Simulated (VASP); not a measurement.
Write the native input for VASP 6.6.1 that does the following.

```yaml
Task: single point
Functional: r2SCAN
Dispersion: D3(BJ)
Potentials_or_basis: VASP PAW PBE potentials, release 64 (Ti_sv)
Cutoff: 550 eV
k_mesh: 4 × 4 × 2
Occupations: fermi-dirac, width 0.15 eV
Spin: no spin polarisation
Dipole_correction: no
Further_INCAR_settings: ALGO = Normal; EDIFF = 1e-06; NBANDS = 19
```

The system is Ti.

```xyz
2
Lattice="2.9500 0.0000 0.0000 -1.4750 2.5548 0.0000 0.0000 0.0000 4.6800" Properties=species:S:1:pos:R:3 pbc="T T T"
Ti    0.0000    1.7032    1.1700
Ti    1.4750    0.8516    3.5100
```

One way to write it, as run:

POSCAR

```
Ti
1.0
    2.9500000000      0.0000000000      0.0000000000
   -1.4750000000      2.5547749412      0.0000000000
    0.0000000000      0.0000000000      4.6800000000
Ti
2
Direct
    0.3333333333      0.6666666667      0.2500000000
    0.6666666667      0.3333333333      0.7500000000
```

INCAR.step1

```
PREC     = Accurate       # precision mode
ENCUT    = 550            # plane-wave cutoff, eV
ISMEAR   = -1             # smearing method
SIGMA    = 0.15           # smearing width, eV
LREAL    = F              # projectors in reciprocal space
LASPH    = T              # aspherical terms in the spheres
NELM     = 120            # most SCF steps
NBANDS   = 19             # bands
GGA      = PE             # functional
ALGO     = Normal         # electronic algorithm
EDIFF    = 1E-5           # SCF threshold, eV
LWAVE    = T              # write WAVECAR
LCHARG   = F              # write CHGCAR
GGA_COMPAT= F
```

INCAR.step2

```
PREC     = Accurate       # precision mode
ENCUT    = 550            # plane-wave cutoff, eV
EDIFF    = 1E-6           # SCF threshold, eV
ISMEAR   = -1             # smearing method
SIGMA    = 0.15           # smearing width, eV
LREAL    = F              # projectors in reciprocal space
LASPH    = T              # aspherical terms in the spheres
NELM     = 120            # most SCF steps
ALGO     = Normal         # electronic algorithm
ISIF     = 2              # what is computed and relaxed
LWAVE    = F              # write WAVECAR
LCHARG   = F              # write CHGCAR
METAGGA  = R2SCAN         # meta-GGA
LMIXTAU  = T            
IVDW     = 12             # dispersion correction
VDW_S6   = 1.0          
VDW_S8   = 0.78981345   
VDW_A1   = 0.49484001   
VDW_A2   = 5.73083694   
NBANDS   = 19             # bands
ISTART   = 1            
GGA_COMPAT= F
```

KPOINTS

```
Automatic mesh
0
Gamma
  4 4 2
```

Potentials or basis: VASP PAW PBE potentials, release 64 (Ti_sv).

Run with:

```sh
$ cat potpaw_PBE.64/Ti_sv/POTCAR > POTCAR
$ cp INCAR.step1 INCAR
$ mpirun -np 1 vasp_std > vasp.out
$ cp INCAR.step2 INCAR
$ mpirun -np 1 vasp_std > vasp.out
```

It gave:

```json
{
 "Pressure": "-3.8 GPa",
 "Band gap on the k mesh": "zero (band 12 reaches 9.13 eV, above the bottom of band 13 at 8.11 eV)",
 "Dispersion energy per atom": "-0.280 eV"
}
```

Caveat: the k points lie up to 0.67 Å⁻¹ apart; the PAW data sets were made with another functional, which shifts forces and pressure a little; pairwise dispersion overbinds metals, which lowers pressure and volume.

It took 21 s on 1 thread of Intel Xeon 6975P-C, with other jobs on the host, peak memory 0.17 GiB.
